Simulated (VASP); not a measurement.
# WSe2 (C2/m) in VASP: notebook

The runs below take WSe2 through single point, with PBEsol.

Program: VASP 6.6.1. These are calculated values, not measurements. Logs are shortened: lines on timing, memory, paths and dates and some standing lists are left out, and cuts for length are marked.

### 1 The cell of the first run

The structure is monoclinic, space group C2/m (No. 12). The conventional cell has a = 5.666 Å, b = 3.271 Å, c = 13.296 Å, α = 90.00°, β = 96.12°, γ = 90.00°. W (site symmetry m) has 6 Se at 2.52 Å and 6 W at 3.27 Å within 3.3 Å. Within 3.3 Å of Se (site symmetry m) lie 3 W at 2.52 Å and 7 Se at 3.27 to 3.30 Å. Within 3.3 Å of Se (site symmetry m) lie 3 W at 2.52 Å and 6 Se at 3.27 Å.

### 2 Single point, PBEsol

Contents of INCAR:

```
SYSTEM = WSe2
ALGO = Normal ; EDIFF = 1E-6
ENCUT = 520 ; GGA = PS
ISIF = 2 ; ISMEAR = 0
LASPH = .TRUE. ; LCHARG = .FALSE.
LREAL = .FALSE. ; LWAVE = .FALSE.
NBANDS = 35 ; NELM = 60
PREC = Accurate ; SIGMA = 0.05
```

Contents of KPOINTS:

```
k-points
0
G
  9 9 2
  0 0 0
```

Contents of POSCAR:

```
WSe2
1.0
   -3.2711504052      0.0000000000      0.0000000000
   -1.6355752026     -2.8328993505      0.0000000000
   -1.2266814019     -0.7082248376     13.2206689562
W Se
2 4
Direct
    0.1458333333      0.1458333333      0.7500000000
    0.6041666667      0.6041666667      0.2500000000
    0.3024867881      0.3024867881      0.1233861811
    0.5108201214      0.5108201214      0.6233861811
    0.2391798786      0.2391798786      0.3766138189
    0.4475132119      0.4475132119      0.8766138189
```

Potentials or basis: VASP PAW PBE potentials, release 64 (W_sv, Se).

On the command line:

```
> cat potpaw_PBE.64/W_sv/POTCAR potpaw_PBE.64/Se/POTCAR > POTCAR
> mpirun -np 1 vasp_std > vasp.out
```

OUTCAR:

```text
SYSTEM = WSe2
   EDIFF = 1E-6
   ENCUT = 520
   GGA = PS
   ISIF = 2
   ISMEAR = 0
   LASPH = .TRUE.
   LREAL = .FALSE.
   NELM = 60
   PREC = Accurate

 ion  position               nearest neighbor table
   1  0.146  0.146  0.750-   4 2.52   4 2.52   6 2.52   6 2.52   6 2.52   4 2.52
   2  0.604  0.604  0.250-   5 2.52   5 2.52   3 2.52   3 2.52   3 2.52   5 2.52
   3  0.302  0.302  0.123-   2 2.52   2 2.52   2 2.52
   4  0.511  0.511  0.623-   1 2.52   1 2.52   1 2.52
   5  0.239  0.239  0.377-   2 2.52   2 2.52   2 2.52
   6  0.448  0.448  0.877-   1 2.52   1 2.52   1 2.52

  LATTYP: Found a base centered monoclinic cell.
 ALAT       =     5.6657987010
 B/A-ratio  =     0.5773502692
 C/A-ratio  =     2.3467708039
 COS(beta)  =    -0.1065293635

  Lattice vectors:

 A1 = (   3.2711504052,   0.0000000000,   0.0000000000)
 A2 = (   1.6355752026,   2.8328993505,   0.0000000000)
 A3 = (  -1.2266814019,  -0.7082248376,  13.2206689562)

Analysis of symmetry for initial positions (statically):
=====================================================================
 Subroutine PRICEL returns:
 Original cell was already a primitive cell.

 Routine SETGRP: Setting up the symmetry group for a
 base centered monoclinic supercell.

 Subroutine GETGRP returns: Found  4 space group operations
 (whereof  2 operations were pure point group operations)
 out of a pool of  4 trial point group operations.

The static configuration has the point symmetry C_1h.
 The point group associated with its full space group is C_2h.

Analysis of symmetry for dynamics (positions and initial velocities):
=====================================================================
 Subroutine PRICEL returns:
 Original cell was already a primitive cell.

 Routine SETGRP: Setting up the symmetry group for a
 base centered monoclinic supercell.

 Subroutine GETGRP returns: Found  4 space group operations
 (whereof  2 operations were pure point group operations)
 out of a pool of  4 trial point group operations.

The dynamic configuration has the point symmetry C_1h.
 The point group associated with its full space group is C_2h.

 Subroutine INISYM returns: Found  4 space group operations
 (whereof  2 operations are pure point group operations),
 and found     1 'primitive' translations

----------------------------------------------------------------------------------------

                                     Primitive cell

  volume of cell :     122.5138

  direct lattice vectors                    reciprocal lattice vectors
    -3.271150405  0.000000000  0.000000000    -0.305702849  0.176497622 -0.018909784
    -1.635575203 -2.832899350  0.000000000     0.000000000 -0.352995245 -0.018909784
    -1.226681402 -0.708224838 13.220668956     0.000000000  0.000000000  0.075639138

  length of vectors
     3.271150405  3.271150405 13.296330973     0.353501376  0.353501376  0.075639138

  position of ions in fractional coordinates (direct lattice)
     0.145833333  0.145833333  0.750000000
     0.604166667  0.604166667  0.250000000
     0.302486788  0.302486788  0.123386181
     0.510820121  0.510820121  0.623386181
     0.239179879  0.239179879  0.376613819
     0.447513212  0.447513212  0.876613819

  ion indices of the primitive-cell ions
   primitive index   ion index
                 1           1
                 2           2
                 3           3
                 4           4
                 5           5
                 6           6

----------------------------------------------------------------------------------------

 KPOINTS: k-points

Automatic generation of k-mesh.
 Grid dimensions read from file:
 generate k-points for:    9    9    2

 Generating k-lattice:

  Cartesian coordinates                     Fractional coordinates (reciprocal lattice)
    -0.033966983  0.019610847 -0.002101087     0.111111111 -0.000000000 -0.000000000
     0.000000000 -0.039221694 -0.002101087     0.000000000  0.111111111 -0.000000000
     0.000000000  0.000000000  0.037819569     0.000000000  0.000000000  0.500000000

  Length of vectors
     0.039277931  0.039277931  0.037819569

  Shift w.r.t. Gamma in fractional coordinates (k-lattice)
     0.000000000  0.000000000  0.000000000

 Subroutine IBZKPT returns following result:
 ===========================================

 Found     50 irreducible k-points:

 Following reciprocal coordinates:
            Coordinates               Weight
  0.000000  0.000000  0.000000      1.000000
  0.111111 -0.000000  0.000000      4.000000
  0.222222 -0.000000 -0.000000      4.000000
  0.333333 -0.000000 -0.000000      4.000000
  0.444444 -0.000000 -0.000000      4.000000
  0.111111  0.111111  0.000000      2.000000
[... 16 lines left out ...]
 -0.333333  0.333333  0.000000      2.000000
  0.444444  0.444444 -0.000000      2.000000
 [... further k-points ...]
   k-points           NKPTS =     50   k-points in BZ     NKDIM =     50   number of bands    NBANDS=     35
   number of dos      NEDOS =    301   number of ions     NIONS =      6
   total plane-waves  NPLWV =  57600
   dimension x,y,z NGX =    24 NGY =   24 NGZ =  100
   dimension x,y,z NGXF=    48 NGYF=   48 NGZF=  200
   ions per type =               2   4
   NGX,Y,Z   is equivalent  to a cutoff of  12.20, 12.20, 12.50 a.u.
   NGXF,Y,Z  is equivalent  to a cutoff of  24.39, 24.39, 25.01 a.u.
 SYSTEM =  WSe2
   PREC   = accura    normal or accurate (medium, high low for compatibility)
   ISTART =      0    job   : 0-new  1-cont  2-samecut
   ICHARG =      2    charge: 1-file 2-atom 10-const
   ISPIN  =      1    spin polarized calculation?
   LNONCOLLINEAR =      F non collinear calculations
   LSORBIT =      F    spin-orbit coupling
   LASPH  =      T    aspherical Exc in radial PAW
   ENCUT  =  520.0 eV  38.22 Ry    6.18 a.u.   6.08  6.08 24.72*2*pi/ulx,y,z
   NELM   =     60;   NELMIN=  2; NELMDL= -5     # of ELM steps
   EDIFF  = 0.1E-05   stopping-criterion for ELM
   LREAL  =      F    real-space projection
   EDIFFG = 0.1E-04   stopping-criterion for IOM
   NSW    =      0    number of steps for IOM
   IBRION =     -1    ionic relax: 0-MD 1-quasi-New 2-CG
   NFREE  =      0    steps in history (QN), initial steepest desc. (CG)
   ISIF   =      2    stress and relaxation
   ISYM   =      2    0-nonsym 1-usesym 2-fastsym
   POTIM  = 0.5000    time-step for ionic-motion
   TEBEG  =    0.0;   TEEND  =   0.0 temperature during run
   PSTRESS=    0.0 pullay stress
   NELECT =      52.0000    total number of electrons
   NUPDOWN=      -1.0000    fix difference up-down
   EMIN   =  10.00;   EMAX   =-10.00  energy-range for DOS
   EFERMI =   0.00;   METHOD = LEGACY
   ISMEAR =     0;   SIGMA  =   0.05  broadening in eV -4-tet -1-fermi 0-gaus
   EFERMI_NEDOS =   21; number of points for ismear=-14 and -15
   IALGO  =     38    algorithm
   IMIX   =      4    mixing-type and parameters
     AMIX     =   0.40;   BMIX     =  1.00
     AMIX_MAG =   1.60;   BMIX_MAG =  1.00
  volume/ion in A,a.u.               =      20.42       137.79
  Fermi-wavevector in a.u.,A,eV,Ry     =   1.230309  2.324947 20.594602  1.513661
  Thomas-Fermi vector in A             =   2.365163
   LORBIT       =      0    0 simple, 1 ext, 2 COOP (PROOUT), +10 PAW based schemes
   GGA     = PS    functional components
   LHFCALC =     F    Hartree Fock is set to
   AEXX    =    0.0000 exact exchange contribution
   IVDW    =     0    specifies the selected vdW correction
   LEPSILON=     F    determine dielectric tensor
   LRPA    =     F    only Hartree local field effects (RPA)
 non-spin polarized calculation
 Gauss-broadening in eV      SIGMA  =   0.05
  energy-cutoff  :      520.00
  volume of cell :      122.51
 maximum number of plane-waves:      3344
   NGX = 13   NGY = 13   NGZ = 49

 number of electron      52.0000005 magnetization

 Free energy of the ion-electron system (eV)
  ---------------------------------------------------
  ext. energy  EPLUGINS =         0.00000000
  ---------------------------------------------------
  free energy    TOTEN  =       -46.44151413 eV

  energy without entropy =      -46.44151413  energy(sigma->0) =      -46.44151413

 E-fermi :   6.4746     XC(G=0): -10.8197

 val. band max:        6.0233350694   @ k =   0.0000   0.0000   0.0000
 cond. band min:       7.0898719337   @ k =  -0.2222   0.1111   0.0000
 fundamental gap:      1.0665368644
 Fermi energy:         6.4745637663

 k-point     1 :       0.0000    0.0000    0.0000
  band No.  band energies     occupation
      1     -68.1995      2.00000
      2     -68.1995      2.00000
      3     -32.4691      2.00000
      4     -32.4691      2.00000
      5     -32.3135      2.00000
      6     -32.3135      2.00000
[... 27 lines left out ...]
     34       9.0134      0.00000
     35      10.5254      0.00000

 k-point     2 :       0.1111   -0.0000    0.0000
  band No.  band energies     occupation
      1     -68.1982      2.00000
      2     -68.1982      2.00000
      3     -32.4634      2.00000
      4     -32.4634      2.00000
      5     -32.3429      2.00000
      6     -32.3429      2.00000
[... 27 lines left out ...]
     34       9.1303      0.00000
     35      11.4856      0.00000

 k-point     3 :       0.2222   -0.0000   -0.0000
  band No.  band energies     occupation
      1     -68.1948      2.00000
      2     -68.1948      2.00000
      3     -32.4490      2.00000
      4     -32.4490      2.00000
      5     -32.4173      2.00000
      6     -32.4173      2.00000
[... 27 lines left out ...]
     34       9.6951      0.00000
     35      12.2603      0.00000
[... 723 lines left out ...]
 k-point    23 :      -0.3333    0.3333    0.0000
  band No.  band energies     occupation
      1     -68.1868      2.00000
      2     -68.1868      2.00000
      3     -32.4999      2.00000
      4     -32.4999      2.00000
      5     -32.4740      2.00000
      6     -32.4740      2.00000
[... 27 lines left out ...]
     34      11.0597      0.00000
     35      11.3391      0.00000

 k-point    24 :       0.4444    0.4444   -0.0000
  band No.  band energies     occupation
      1     -68.1886      2.00000
      2     -68.1885      2.00000
      3     -32.5549      2.00000
      4     -32.5549      2.00000
      5     -32.4217      2.00000
      6     -32.4217      2.00000
[... 27 lines left out ...]
     34      10.3108      0.00000
     35      10.4706      0.00000

 [... further k-points ...]

------------------------ aborting loop because EDIFF is reached ----------------------------------------

  FORCE on cell =-STRESS in cart. coord.  units (eV):
  Direction    XX          YY          ZZ          XY          YZ          ZX
  --------------------------------------------------------------------------------------
  -------------------------------------------------------------------------------------
  Total        0.3507556      0.3758728      1.6970573     -0.0217521      0.1863083      0.3226956
  in kB        4.5870142      4.9154848     22.1933065     -0.2844639      2.4364516      4.2200591
  external PRESSURE =      10.5652685 kB  Pullay stress =       0.0000000 kB

 VOLUME and BASIS-vectors are now :
 -----------------------------------------------------------------------------
  energy-cutoff  :      520.00
  volume of cell :      122.51
      direct lattice vectors                 reciprocal lattice vectors
    -3.271150405  0.000000000  0.000000000    -0.305702849  0.176497622 -0.018909784
    -1.635575203 -2.832899350  0.000000000     0.000000000 -0.352995245 -0.018909784
    -1.226681402 -0.708224838 13.220668956     0.000000000  0.000000000  0.075639138

 POSITION                                       TOTAL-FORCE (eV/Angst)
 -----------------------------------------------------------------------------------
     -1.63558     -0.94430      9.91550        -0.027215     -0.015712     -0.049920
     -3.27115     -1.88860      3.30517         0.027215      0.015712      0.049920
     -1.63558     -0.94430      1.63125         0.051374      0.029661      0.208546
     -3.27115     -1.88860      8.24158         0.001926      0.001112     -0.070299
     -1.63558     -0.94430      4.97909        -0.001926     -0.001112      0.070299
     -3.27115     -1.88860     11.58942        -0.051374     -0.029661     -0.208546
 -----------------------------------------------------------------------------------
    total drift:                               -0.000000     -0.000000      0.000000

  FREE ENERGIE OF THE ION-ELECTRON SYSTEM (eV)
  ---------------------------------------------------
  free  energy   TOTEN  =       -46.4415141325 eV

  energy  without entropy=      -46.4415141325  energy(sigma->0) =      -46.44151413
```

It took 2.8 min on 1 thread of Intel Xeon 6975P-C, shared host; peak memory 0.34 GiB.

Results:

```
Free energy            : -46.4415 eV
Pressure               : 1.1 GPa
Largest force          : 0.217 eV/Å
Band gap on the k mesh : 1.07 eV, indirect (least direct gap 1.63 eV)
```

Forces in eV/Å, atoms in the order of the input:
```
W   -0.027 -0.016 -0.050
W    0.027  0.016  0.050
Se   0.051  0.030  0.209
Se   0.002  0.001 -0.070
Se  -0.002 -0.001  0.070
Se  -0.051 -0.030 -0.209
```

Stress tensor (GPa, compression positive):
```
 0.46 -0.03  0.42
-0.03  0.49  0.24
 0.42  0.24  2.22
```

Levels at points of the mesh, in eV from the valence-band top:
```csv
k point,band 23,band 24,band 25,band 26,band 27,band 28,band 29,band 30
"(0.00, 0.00, 0.00)",-1.46,-1.19,-1.18,0.00,2.69,2.73,2.76,2.77
"(0.00, 0.00, 0.50)",-1.44,-1.44,-0.31,-0.21,2.69,2.72,2.79,2.82
```

Caveat: the PAW data sets were made with another functional, which shifts forces and pressure a little; spin-orbit coupling is left out, which moves the levels of the heavy elements; this functional lacks dispersion, which binds the layers, so the pressure and a relaxed spacing across them are unreliable.

### 3 Single point, PBEsol

Contents of INCAR:

```
PREC     = Accurate       # precision mode
ENCUT    = 520            # plane-wave cutoff, eV
EDIFF    = 1E-7           # SCF threshold, eV
ISMEAR   = 0              # smearing method
SIGMA    = 0.05           # smearing width, eV
LREAL    = F              # projectors in reciprocal space
LASPH    = T              # aspherical terms in the spheres
NELM     = 100            # most SCF steps
ALGO     = Normal         # electronic algorithm
ISIF     = 2              # what is computed and relaxed
LWAVE    = F              # write WAVECAR
LCHARG   = T              # write CHGCAR
GGA      = PS             # functional
LELF     = T              # ELF
LVHAR    = T            
NBANDS   = 35             # bands
```

Contents of KPOINTS:

```
Automatic mesh
0
Gamma
  9 9 2
```

Contents of POSCAR:

```
WSe2
1.0
   -3.2711504052      0.0000000000      0.0000000000
   -1.6355752026     -2.8328993505      0.0000000000
   -2.0446325608     -1.1804691594     13.2206689562
W Se
2 4
Direct
    0.0208083333      0.0208083333      0.7500000000
    0.5624916667      0.5624916667      0.2500000000
    0.2819183117      0.2819183117      0.1233861811
    0.4069016450      0.4069016450      0.6233861811
    0.1763983550      0.1763983550      0.3766138189
    0.3013816883      0.3013816883      0.8766138189
```

Potentials or basis: VASP PAW PBE potentials, release 64 (W_sv, Se).

On the command line:

```
> cat potpaw_PBE.64/W_sv/POTCAR potpaw_PBE.64/Se/POTCAR > POTCAR
> mpirun -np 1 vasp_std > vasp.out
```

Run time: 3 min. Hardware: 1 thread of Intel Xeon 6975P-C, shared host; peak memory 0.34 GiB.

The run converged. Its results:

```
Free energy            : -46.4400 eV
Pressure               : 1.1 GPa
Largest force          : 0.220 eV/Å
Band gap on the k mesh : 1.07 eV, indirect (least direct gap 1.64 eV)
```

Forces in eV/Å, atoms in the order of the input:
```
W    0.021  0.012 -0.049
W   -0.021 -0.012  0.049
Se  -0.048 -0.028  0.213
Se  -0.001 -0.001 -0.071
Se   0.001  0.001  0.071
Se   0.048  0.028 -0.213
```

Stress tensor (GPa, compression positive):
```
 0.52  0.07 -0.37
 0.07  0.45 -0.22
-0.37 -0.22  2.23
```

Levels at points of the mesh, in eV from the valence-band top:
| k point | band 24 | band 25 | band 26 | band 27 | band 28 | band 29 |
| --- | --- | --- | --- | --- | --- | --- |
| (0.00, 0.00, 0.00) | -1.19 | -1.18 | 0.00 | 2.71 | 2.71 | 2.76 |
| (0.00, 0.00, 0.50) | -1.44 | -0.31 | -0.21 | 2.71 | 2.71 | 2.80 |

Caveat: the PAW data sets were made with another functional, which shifts forces and pressure a little; spin-orbit coupling is left out, which moves the levels of the heavy elements; this functional lacks dispersion, which binds the layers, so the pressure and a relaxed spacing across them are unreliable.

### 4 Single point, PBEsol

This run uses another cell than the first one, of the same volume but with other edges.

Contents of INCAR:

```
SYSTEM = WSe2
ALGO = Normal ; EDIFF = 1E-7
ENCUT = 520 ; GGA = PS
ISIF = 2 ; ISMEAR = 0
LASPH = .True. ; LCHARG = .True.
LELF = .True. ; LREAL = .False.
LVHAR = .True. ; LWAVE = .False.
NBANDS = 35 ; NELM = 100
PREC = Accurate ; SIGMA = 0.05
```

Contents of KPOINTS:

```
k-points
0
Gamma
  9 9 2
  0 0 0
```

Contents of POSCAR:

```
WSe2
1.0
   -3.2711504052      0.0000000000      0.0000000000
   -1.6355752026     -2.8328993505      0.0000000000
   -2.8620930470     -1.6524301911     13.2206689562
W Se
2 4
Direct
   -0.1041416667     -0.1041416667      0.7500000000
    0.5208416667      0.5208416667      0.2500000000
    0.2613621739      0.2613621739      0.1233861811
    0.3030455072      0.3030455072      0.6233861811
    0.1136544928      0.1136544928      0.3766138189
    0.1553378261      0.1553378261      0.8766138189
```

On the command line:

```
> cat potpaw_PBE.64/W_sv/POTCAR potpaw_PBE.64/Se/POTCAR > POTCAR
> mpirun -np 1 vasp_std > vasp.out
```

Run time: 3.7 min. Hardware: 1 thread of Intel Xeon Platinum 8259CL at 2.50GHz (Skylake/Cascade Lake), shared host; peak memory 0.35 GiB.

Results (log left out):

```
Free energy            : -46.5140 eV
Pressure               : 0.7 GPa
Largest force          : 0.073 eV/Å
Band gap on the k mesh : 1.14 eV, indirect (least direct gap 1.63 eV)
```

Forces on the atoms (eV/Å):
```
W    0.009  0.005  0.010
W   -0.009 -0.005 -0.010
Se  -0.027 -0.016  0.023
Se   0.001  0.001 -0.073
Se  -0.001 -0.001  0.073
Se   0.027  0.016 -0.023
```

Stress tensor (GPa, compression positive):
```
 0.58  0.08 -0.21
 0.08  0.49 -0.12
-0.21 -0.12  0.94
```

Levels at points of the mesh, in eV from the valence-band top:
```
           k point  band 23  band 24  band 25  band 26  band 27  band 28  band 29  band 30
(0.00, 0.00, 0.00)    -1.41    -1.20    -1.12     0.00     2.75     2.77     2.82     2.85
(0.00, 0.00, 0.50)    -1.42    -1.41    -0.26    -0.24     2.75     2.79     2.80     2.81
```

Caveat: the PAW data sets were made with another functional, which shifts forces and pressure a little; spin-orbit coupling is left out, which moves the levels of the heavy elements; this functional lacks dispersion, which binds the layers, so the pressure and a relaxed spacing across them are unreliable. A k mesh can miss the band edges.

(Continued in part 2 of 2.)
